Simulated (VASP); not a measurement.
# Hf (Im-3m) in VASP: notebook, part 2 of 2

VASP 6.6.1. The steps go on from the part before.

### 3 Single point, r2SCAN

This run uses another cell than the first one, of 22.24 Å³/atom.

Input file POSCAR:

```
Hf
1.0
   -1.7715706174      1.7715706174      1.7715706174
    1.7715706174     -1.7715706174      1.7715706174
    1.7715706174      1.7715706174     -1.7715706174
Hf
1
Direct
    0.0000000000      0.0000000000      0.0000000000
```

Input file INCAR.step1:

```
SYSTEM = Hf
PREC = Accurate ; ENCUT = 550
ISMEAR = -1 ; SIGMA = 0.1
LREAL = .FALSE. ; LASPH = .TRUE.
NELM = 120 ; NBANDS = 11
GGA = PE ; ALGO = Normal
EDIFF = 1E-5 ; LWAVE = .TRUE.
LCHARG = .FALSE. ; GGA_COMPAT = .FALSE.
```

Input file INCAR.step2:

```
SYSTEM = Hf
PREC = Accurate ; ENCUT = 550
EDIFF = 1E-6 ; ISMEAR = -1
SIGMA = 0.1 ; LREAL = .FALSE.
LASPH = .TRUE. ; NELM = 120
ALGO = Normal ; ISIF = 2
LWAVE = .FALSE. ; LCHARG = .FALSE.
METAGGA = R2SCAN ; LMIXTAU = .TRUE.
NBANDS = 11 ; ISTART = 1
GGA_COMPAT = .FALSE.
```

Input file KPOINTS:

```
regular mesh
0
G
  10 10 10
  0 0 0
```

Potentials or basis: VASP PAW PBE potentials, release 64 (Hf_pv).

The run is started by

```console
$ cat potpaw_PBE.64/Hf_pv/POTCAR > POTCAR
$ cp INCAR.step1 INCAR
$ mpirun -np 1 vasp_std > vasp.out
$ cp INCAR.step2 INCAR
$ mpirun -np 1 vasp_std > vasp.out
```

OUTCAR:

```text
SYSTEM = Hf
   PREC = Accurate
   ENCUT = 550
   EDIFF = 1E-6
   ISMEAR = -1
   LREAL = .FALSE.
   LASPH = .TRUE.
   NELM = 120
   ISIF = 2
   METAGGA = R2SCAN
   ISTART = 1

 ion  position               nearest neighbor table
   1  0.000  0.000  0.000-

  LATTYP: Found a body centered cubic cell.
 ALAT       =     3.5431412348

  Lattice vectors:

 A1 = (  -1.7715706174,   1.7715706174,   1.7715706174)
 A2 = (   1.7715706174,  -1.7715706174,   1.7715706174)
 A3 = (   1.7715706174,   1.7715706174,  -1.7715706174)

Analysis of symmetry for initial positions (statically):
=====================================================================
 Subroutine PRICEL returns:
 Original cell was already a primitive cell.

 Routine SETGRP: Setting up the symmetry group for a
 body centered cubic supercell.

 Subroutine GETGRP returns: Found 48 space group operations
 (whereof 48 operations were pure point group operations)
 out of a pool of 48 trial point group operations.

The static configuration has the point symmetry O_h .

Analysis of symmetry for dynamics (positions and initial velocities):
=====================================================================
 Subroutine PRICEL returns:
 Original cell was already a primitive cell.

 Routine SETGRP: Setting up the symmetry group for a
 body centered cubic supercell.

 Subroutine GETGRP returns: Found 48 space group operations
 (whereof 48 operations were pure point group operations)
 out of a pool of 48 trial point group operations.

The dynamic configuration has the point symmetry O_h .

 Subroutine INISYM returns: Found 48 space group operations
 (whereof 48 operations are pure point group operations),
 and found     1 'primitive' translations

----------------------------------------------------------------------------------------

[... 107 lines left out ...]
   IALGO  =     38    algorithm
   IMIX   =      4    mixing-type and parameters
     AMIX     =   0.40;   BMIX     =  1.00
     AMIX_MAG =   1.60;   BMIX_MAG =  1.00
  volume/ion in A,a.u.               =      22.24       150.08
  Fermi-wavevector in a.u.,A,eV,Ry     =   1.254189  2.370074 21.401833  1.572990
  Thomas-Fermi vector in A             =   2.388006
   LORBIT       =      0    0 simple, 1 ext, 2 COOP (PROOUT), +10 PAW based schemes
   METAGGA = R2SCAN    functional components
   LHFCALC =     F    Hartree Fock is set to
   AEXX    =    0.0000 exact exchange contribution
   IVDW    =     0    specifies the selected vdW correction
   LEPSILON=     F    determine dielectric tensor
   LRPA    =     F    only Hartree local field effects (RPA)
 non-spin polarized calculation
  energy-cutoff  :      550.00
  volume of cell :       22.24
 maximum number of plane-waves:       682
   NGX = 11   NGY = 11   NGZ = 11

 number of electron      10.0000001 magnetization

 Free energy of the ion-electron system (eV)
  ---------------------------------------------------
  ext. energy  EPLUGINS =         0.00000000
  ---------------------------------------------------
  free energy    TOTEN  =       -44.97296323 eV

  energy without entropy =      -44.91425043  energy(sigma->0) =      -44.94360683

 E-fermi :   4.4971     XC(G=0): -12.1978

 val. band max:        4.4750236538   @ k =   0.5000   0.5000   0.1000
 cond. band min:       4.4993170213   @ k =   0.4000   0.2000   0.0000
 fundamental gap:      0.0242933675
 Fermi energy:         4.4970699529

 k-point     1 :       0.0000    0.0000    0.0000
  band No.  band energies     occupation
      1     -26.4606      2.00000
      2     -26.4606      2.00000
      3     -26.4606      2.00000
      4      -2.9110      2.00000
      5       6.2717      0.00000
      6       6.2717      0.00000
      7       6.2717      0.00000
      8       9.1091      0.00000
      9       9.1091      0.00000
     10      16.6544      0.00000
     11      18.4720      0.00000
[... 309 lines left out ...]
 k-point    24 :      -0.3000    0.3000    0.1000
  band No.  band energies     occupation
      1     -27.0227      2.00000
      2     -26.6709      2.00000
      3     -26.5278      2.00000
      4       0.1703      2.00000
      5       4.7179      0.19795
      6       5.0643      0.00685
      7       7.7151      0.00000
      8       9.2824      0.00000
      9       9.9794      0.00000
     10      16.6531      0.00000
     11      17.3324      0.00000

 [... further k-points ...]
[... 5 lines left out ...]
  --------------------------------------------------------------------------------------
  -------------------------------------------------------------------------------------
  Total       -0.0588634     -0.0588634     -0.0588634     -0.0000000     -0.0000000      0.0000000
  in kB       -4.2405332     -4.2405332     -4.2405332     -0.0000000     -0.0000000      0.0000000
  external PRESSURE =      -4.2405332 kB  Pullay stress =       0.0000000 kB

 VOLUME and BASIS-vectors are now :
 -----------------------------------------------------------------------------
  energy-cutoff  :      550.00
  volume of cell :       22.24
      direct lattice vectors                 reciprocal lattice vectors
    -1.771570617  1.771570617  1.771570617     0.000000000  0.282235433  0.282235433
     1.771570617 -1.771570617  1.771570617     0.282235433  0.000000000  0.282235433
     1.771570617  1.771570617 -1.771570617     0.282235433  0.282235433  0.000000000

 POSITION                                       TOTAL-FORCE (eV/Angst)
 -----------------------------------------------------------------------------------
      0.00000      0.00000      0.00000         0.000000      0.000000      0.000000
 -----------------------------------------------------------------------------------
    total drift:                                0.000000      0.000000      0.000000

  FREE ENERGIE OF THE ION-ELECTRON SYSTEM (eV)
  ---------------------------------------------------
  free  energy   TOTEN  =       -44.9729632344 eV

  energy  without entropy=      -44.9142504307  energy(sigma->0) =      -44.94360683
```

Wall time 21 s (1 thread of Intel Xeon Platinum 8488C (Sapphire Rapids), shared host); peak memory 0.15 GiB.

What came out:

| Item | Value |
| --- | --- |
| Free energy | -44.9730 eV |
| Pressure | -0.4 GPa |
| Band gap on the k mesh | zero (bands 5 and 6 overlap by 2.56 eV) |

Caveat: the PAW data sets were made with another functional, which shifts forces and pressure a little; spin-orbit coupling is left out, which moves the levels of the heavy elements.

### 4 Relaxation of cell and atoms, r2SCAN

This run uses another cell than the first one, of 22.37 Å³/atom.

Input file POSCAR:

```
Hf
1.0
   -1.7750000000      1.7750000000      1.7750000000
    1.7750000000     -1.7750000000      1.7750000000
    1.7750000000      1.7750000000     -1.7750000000
Hf
1
Direct
    0.0000000000      0.0000000000      0.0000000000
```

Input file INCAR.step1:

```
ALGO = Normal
EDIFF = 1E-5
EDIFFG = -0.005
ENCUT = 550
GGA = PE
GGA_COMPAT = False
IBRION = 2
ISIF = 3
ISMEAR = -1
LASPH = True
LCHARG = False
LREAL = False
LWAVE = True
NELM = 120
NELMIN = 4
NSW = 100
PREC = Accurate
SIGMA = 0.1
```

Input file INCAR.step2:

```
ALGO = Normal
EDIFF = 1E-7
EDIFFG = -0.02
ENCUT = 550
GGA_COMPAT = False
IBRION = 2
ISIF = 3
ISMEAR = -1
ISTART = 1
LASPH = True
LCHARG = False
LMIXTAU = True
LREAL = False
LWAVE = False
METAGGA = R2SCAN
NELM = 120
NELMIN = 4
NSW = 80
PREC = Accurate
SIGMA = 0.1
```

Input file KPOINTS:

```
k-points
0
Gamma
  10 10 10
```

Potentials or basis: VASP PAW PBE potentials, release 64 (Hf_pv).

The run is started by

```console
$ cat potpaw_PBE.64/Hf_pv/POTCAR > POTCAR
$ cp INCAR.step1 INCAR
$ mpirun -np 1 vasp_std > vasp.out
$ cp INCAR.step2 INCAR
$ mpirun -np 1 vasp_std > vasp.out
```

OUTCAR:

```text
EDIFF = 1E-7
   EDIFFG = -0.02
   ENCUT = 550
   IBRION = 2
   ISIF = 3
   ISMEAR = -1
   ISTART = 1
   LASPH = True
   LREAL = False
   METAGGA = R2SCAN
   NELM = 120
   NELMIN = 4
   NSW = 80
   PREC = Accurate

 ion  position               nearest neighbor table
   1  0.000  0.000  0.000-

  LATTYP: Found a body centered cubic cell.
 ALAT       =     3.5500000000

  Lattice vectors:

 A1 = (  -1.7750000000,   1.7750000000,   1.7750000000)
 A2 = (   1.7750000000,  -1.7750000000,   1.7750000000)
 A3 = (   1.7750000000,   1.7750000000,  -1.7750000000)

Analysis of symmetry for initial positions (statically):
=====================================================================
 Subroutine PRICEL returns:
 Original cell was already a primitive cell.

 Routine SETGRP: Setting up the symmetry group for a
 body centered cubic supercell.

 Subroutine GETGRP returns: Found 48 space group operations
 (whereof 48 operations were pure point group operations)
 out of a pool of 48 trial point group operations.

The static configuration has the point symmetry O_h .

Analysis of symmetry for dynamics (positions and initial velocities):
=====================================================================
[... 164 lines left out ...]
  Total       -0.1414671     -0.1414671     -0.1414671      0.0000000      0.0000000     -0.0000000
  in kB      -10.1323654    -10.1323654    -10.1323654      0.0000000      0.0000000     -0.0000000
  external PRESSURE =     -10.1323654 kB  Pullay stress =       0.0000000 kB
[... 57 lines left out ...]
--------------------------------------- Ionic step        3  -------------------------------------------

 number of electron      10.0000000 magnetization

 Free energy of the ion-electron system (eV)
  ---------------------------------------------------
  ext. energy  EPLUGINS =         0.00000000
  ---------------------------------------------------
  free energy    TOTEN  =       -44.97309251 eV

  energy without entropy =      -44.91467030  energy(sigma->0) =      -44.94388140

 E-fermi :   4.5240     XC(G=0): -12.2182

 val. band max:        4.4972940342   @ k =   0.5000   0.5000   0.1000
 cond. band min:       4.5337040664   @ k =   0.3000   0.2000   0.0000
 fundamental gap:      0.0364100322
 Fermi energy:         4.5239876277

 k-point     1 :       0.0000    0.0000    0.0000
  band No.  band energies     occupation
      1     -26.4164      2.00000
      2     -26.4164      2.00000
      3     -26.4164      2.00000
      4      -2.8967      2.00000
      5       6.3025      0.00000
      6       6.3025      0.00000
      7       6.3025      0.00000
      8       9.1517      0.00000
      9       9.1517      0.00000
[... 265 lines left out ...]
 k-point    24 :      -0.3000    0.3000    0.1000
  band No.  band energies     occupation
      1     -26.9863      2.00000
      2     -26.6294      2.00000
      3     -26.4845      2.00000
      4       0.1941      2.00000
      5       4.7432      0.20083
      6       5.0892      0.00699
      7       7.7516      0.00000
      8       9.3284      0.00000
      9      10.0291      0.00000

 [... further k-points ...]
[... 5 lines left out ...]
  --------------------------------------------------------------------------------------
  -------------------------------------------------------------------------------------
  Total       -0.0002880     -0.0002880     -0.0002880     -0.0000000     -0.0000000      0.0000000
  in kB       -0.0208324     -0.0208324     -0.0208324     -0.0000000     -0.0000000      0.0000000
  external PRESSURE =      -0.0208324 kB  Pullay stress =       0.0000000 kB
[... 16 lines left out ...]
  FREE ENERGIE OF THE ION-ELECTRON SYSTEM (eV)
  ---------------------------------------------------
  free  energy   TOTEN  =       -44.9730925058 eV

  energy  without entropy=      -44.9146702992  energy(sigma->0) =      -44.94388140

 reached required accuracy - stopping structural energy minimisation
```

OUTCAR.step1:

```text
EDIFF = 1E-5
   EDIFFG = -0.005
   ENCUT = 550
   GGA = PE
   IBRION = 2
   ISIF = 3
   ISMEAR = -1
   LASPH = True
   LREAL = False
[... 571 lines left out ...]
  -------------------------------------------------------------------------------------
  Total       -0.0015471     -0.0015471     -0.0015471      0.0000000      0.0000000      0.0000000
  in kB       -0.1111685     -0.1111685     -0.1111685      0.0000000      0.0000000      0.0000000
  external PRESSURE =      -0.1111685 kB  Pullay stress =       0.0000000 kB
[... 16 lines left out ...]
  FREE ENERGIE OF THE ION-ELECTRON SYSTEM (eV)
  ---------------------------------------------------
  free  energy   TOTEN  =        -9.7757297238 eV

  energy  without entropy=       -9.7133767072  energy(sigma->0) =       -9.74455322

 reached required accuracy - stopping structural energy minimisation
```

OSZICAR.step1:

```text
N       E                     dE             d eps       ncg     rms          rms(c)
DAV:   1     0.741034865901E+01    0.74103E+01   -0.62460E+03   846   0.108E+03
DAV:   2    -0.985849559820E+01   -0.17269E+02   -0.16907E+02  1286   0.136E+02
DAV:   3    -0.101186146949E+02   -0.26012E+00   -0.25285E+00   982   0.125E+01
[... 14 lines left out ...]
       N       E                     dE             d eps       ncg     rms          rms(c)
DAV:   1    -0.977576300677E+01   -0.36774E-04   -0.83606E-04   853   0.267E-01    0.500E-02
DAV:   2    -0.977573730798E+01    0.25699E-04   -0.34759E-05   850   0.561E-02    0.187E-02
DAV:   3    -0.977572994534E+01    0.73626E-05   -0.23234E-05   838   0.401E-02    0.783E-03
DAV:   4    -0.977572972381E+01    0.22152E-06   -0.18262E-07   426   0.482E-03
   3 F= -.97757297E+01 E0= -.97445532E+01  d E =-.804015E-04
```

It took 48 s on 1 thread of Intel Xeon Platinum 8488C (Sapphire Rapids), shared host; peak memory 0.16 GiB.

Results:

```
Free energy                           : -44.9731 eV
Relaxed volume                        : 22.15 Å³/atom
Relaxed cell                          : a = 3.064 Å, b = 3.064 Å, c = 3.064 Å, α = 109.47°, β = 109.47°, γ = 109.47°
Space group after relaxing (to 0.1 Å) : Im-3m (No. 229)
Energy gained by relaxing             : 0.7 meV/atom
Ionic steps                           : 3
Pressure after relaxing               : 0.0 GPa
Band gap on the k mesh                : zero (bands 5 and 6 overlap by 2.56 eV)
```

The path:
| step | energy change (eV) | largest force (eV/Å) | pressure (GPa) | volume (Å³) |
| --- | --- | --- | --- | --- |
| 1 | 0.0000 | 0.0000 | -1.01 | 22.37 |
| 2 | 0.0001 | 0.0000 | 1.14 | 21.91 |
| 3 | -0.0007 | 0.0000 | 0.00 | 22.15 |

Final structure:
```
Hf
1.0
    -1.76918    1.76918    1.76918
     1.76918   -1.76918    1.76918
     1.76918    1.76918   -1.76918
Hf
1
Cartesian
  0.0000 0.0000 0.0000
```

Caveat: the PAW data sets were made with another functional, which shifts forces and pressure a little; spin-orbit coupling is left out, which moves the levels of the heavy elements.

### 5 Overview

| task | cell | gap on the mesh (eV) | pressure (GPa) |
| --- | --- | --- | --- |
| single point | a = 3.022 Å, angles 109.5°, 1 atom | none | 4.7 |
| single point | a = 3.068 Å, angles 109.5°, 1 atom | none | -0.4 |
| relaxation of cell and atoms | relaxed from a = 3.074 Å, angles 109.5°, 1 atom | none | 0.0 |

Alike in all rows: level r2SCAN; potentials or basis VASP PAW PBE potentials, release 64 (Hf_pv); no spin polarisation; k mesh 10 × 10 × 10; cutoff (eV) 550; smearing fermi-dirac 0.1 eV.

Caveats: the PAW data sets were made with another functional, which shifts forces and pressure a little; spin-orbit coupling is left out, which moves the levels of the heavy elements; the cell stands under pressure (at least some runs).

Total energies depend on the potentials used, so only differences within one code and one set of settings carry meaning.
